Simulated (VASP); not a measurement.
Runs of VASP 6.6.1 on IrF. The structure is that of space group Pm-3m (No. 221), or close to it. The cells are those of the table. The cell was built from a structure type or drawn by symmetry, and may not be a known phase.

```tsv
task	cell	k mesh	cutoff (eV)	gap on the mesh (eV)	pressure (GPa)	moment (μB)
single point	a = 2.754 Å, 2 atoms	6 × 6 × 6	520	none	(a)	1.60
single point	a = 2.965 Å, 2 atoms	18 × 18 × 18	520	none	-0.4	1.93
single point	a = 2.971 Å, 2 atoms	6 × 6 × 6	520	none	-0.3	2.12
relaxation of cell and atoms	relaxed from a = 2.754 Å, 2 atoms	6 × 6 × 6	600	none	-0.3	2.12
```

Alike in all rows: level PBE; potentials or basis VASP PAW PBE potentials, release 64 (Ir, F); spin collinear; smearing gaussian 0.1 eV.

Task: Estimate the missing entries.

Result: (a) 55.5.

Caveats: some runs use coarse meshes; spin-orbit coupling is left out, which moves the levels of the heavy elements.

A k mesh can miss the band edges, and the runs leave out spin-orbit coupling on Ir.

A gap of «none» marks levels without a gap at the run's occupations.
